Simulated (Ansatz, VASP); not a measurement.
## Sr3Cl4: VASP beside Ansatz

```
Sr Cl
1.0
     5.94112    0.00000    0.00000
     0.00000    5.94112    0.00000
     0.00000    0.00000    5.94112
Sr Cl
3 4
Cartesian
  2.9706 0.0000 0.0000
  0.0000 2.9706 0.0000
  0.0000 0.0000 2.9706
  0.0000 2.9706 2.9706
  2.9706 0.0000 2.9706
  2.9706 2.9706 0.0000
  0.0000 0.0000 0.0000
```

Alike in both runs: functional PBE; k mesh 4 × 4 × 4; occupations gaussian, width 0.1 eV; no spin polarisation.

Ansatz relaxed the structure, and its values are those at the end. VASP's run is a single point on that final structure, the one shown.

|  | VASP | Ansatz |
| --- | --- | --- |
| version | VASP 6.6.1 | Ansatz 0.2.0 |
| potentials or method | VASP PAW PBE potentials, release 64 (Sr_sv, Cl), cutoff 520 eV | scalar-relativistic, plane waves, PAW |
| valence electrons in the cell | 58 | 58 |

|  | VASP | Ansatz | Ansatz less VASP |
| --- | --- | --- | --- |
| gap on the k mesh at the Fermi level (eV) | none | none | - |
| pressure (GPa) | 0.2 | 0.0 | -0.12 |

A gap of «none» marks a metal or a gap that the smearing closes.
